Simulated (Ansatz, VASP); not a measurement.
Two plane-wave programs on PN

INCAR

```
SYSTEM = PN
ALGO = Normal
EDIFF = 1E-6
ENCUT = 600
GGA = PE
GGA_COMPAT = .FALSE.
ISIF = 2
ISMEAR = 0
ISPIN = 2
LASPH = .TRUE.
LCHARG = .FALSE.
LORBIT = 11
LREAL = .FALSE.
LWAVE = .FALSE.
MAGMOM = 0 0 1 1
NBANDS = 22
NELM = 200
PREC = Accurate
SIGMA = 0.1
```

Contents of KPOINTS:

```
k-points
0
G
  8 8 8
  0 0 0
```

File POSCAR:

```
PN
1.0
   -1.3889631000      2.6946072600      2.2901393700
    1.3889631000     -2.6946072600      2.2901393700
    1.3889631000      2.6946072600     -2.2901393700
P N
2 2
Direct
    0.2589471500      0.6057077100      0.6532394400
    0.9524682700      0.6057077100      0.3467605600
    0.0116296500      0.2630089100      0.7486207400
    0.5143881600      0.2630089100      0.2513792600
```

Input for Ansatz:

```yaml
crystal:
  lattice:
    - [-1.3889631, 2.69460726, 2.29013937]
    - [1.3889631, -2.69460726, 2.29013937]
    - [1.3889631, 2.69460726, -2.29013937]
  atoms:
    - { symbol: P, position: [0.25894715, 0.60570771, 0.65323944] }
    - { symbol: P, position: [0.95246827, 0.60570771, 0.34676056] }
    - { symbol: "N", position: [0.01162965, 0.26300891, 0.74862074], spin: 1.0 }
    - { symbol: "N", position: [0.51438816, 0.26300891, 0.25137926], spin: 1.0 }
basis:
  ecutwfc: 420
kpoints:
  mp_grid: { grid: [8, 8, 8] }
hamiltonian:
  xc: pbe
scf:
  occupations: { method: gaussian, width: 0.1 }
  lower_state_search: "off"
output:
  forces: true
  stress: true
  eigenvalues: true
  populations: true
magnetization:
  spin_polarized: true
```

Alike in both runs: task single point; functional PBE; k mesh 8 × 8 × 8; occupations gaussian, width 0.1 eV; collinear spin.

```csv
,VASP,Ansatz
version,VASP 6.6.1,Ansatz 0.2.0
potentials or method,"VASP PAW PBE potentials, release 64 (P, N), cutoff 600 eV","scalar-relativistic, plane waves, PAW"
valence electrons in the cell,20,20
```

|  | VASP | Ansatz | Ansatz less VASP |
| --- | --- | --- | --- |
| gap on the k mesh at the Fermi level (eV) | none | none | - |
| rms of the force components (eV/Å) | 6.235 | 6.342 | +0.1073 |
| net moment per atom (μB) | 0.00 | 0.00 | 0.000 |

Atom by atom the forces differ by 0.108 eV/Å (rms over components). A gap of «none» marks a metal or a gap that the smearing closes. Ansatz's warnings: seeded moment not kept.
